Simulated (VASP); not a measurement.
Here is a VASP 6.6.1 calculation.

The input INCAR:

```
ALGO = Normal
EDIFF = 1E-7
ENCUT = 520
GGA = PE
ISIF = 2
ISMEAR = 0
LASPH = True
LCHARG = False
LREAL = False
LWAVE = False
NBANDS = 33
NELM = 80
PREC = Accurate
SIGMA = 0.1
```

The input KPOINTS:

```
k-points
0
Gamma
  4 4 4
```

Contents of POSCAR:

```
BaCaBr4
1.0
    8.4709398935      0.0000000000      0.0000000000
    0.0000000000      8.4709398935      0.0000000000
    0.0000000000      0.0000000000      4.4993125299
Ba Ca Br
1 1 4
Direct
    0.5000000000      0.5000000000      0.0000000000
    0.0000000000      0.0000000000      0.5000000000
    0.6822958291      0.0000000000      0.5000000000
    0.3177041709      0.0000000000      0.5000000000
    0.0000000000      0.6822958291      0.5000000000
    0.0000000000      0.3177041709      0.5000000000
```

Potentials or basis: VASP PAW PBE potentials, release 64 (Ba_sv, Ca_sv, Br).

Run with:

```console
$ cat potpaw_PBE.64/Ba_sv/POTCAR potpaw_PBE.64/Ca_sv/POTCAR potpaw_PBE.64/Br/POTCAR > POTCAR
$ mpirun -np 1 vasp_std > vasp.out
```

**Question.** Predict the pressure.

**Answer.** 0.2 GPa.

**Question.** What does it give for the band gap on the k mesh?

**Answer.** Zero (bands 24 and 25 overlap by 0.29 eV).

Stress tensor (GPa, compression positive):
```
0.22 0.00 0.00
0.00 0.22 0.00
0.00 0.00 0.07
```

Caveat: semilocal functionals underestimate gaps, and a narrow one can read as zero; spin-orbit coupling is left out, which moves the levels of the heavy elements.
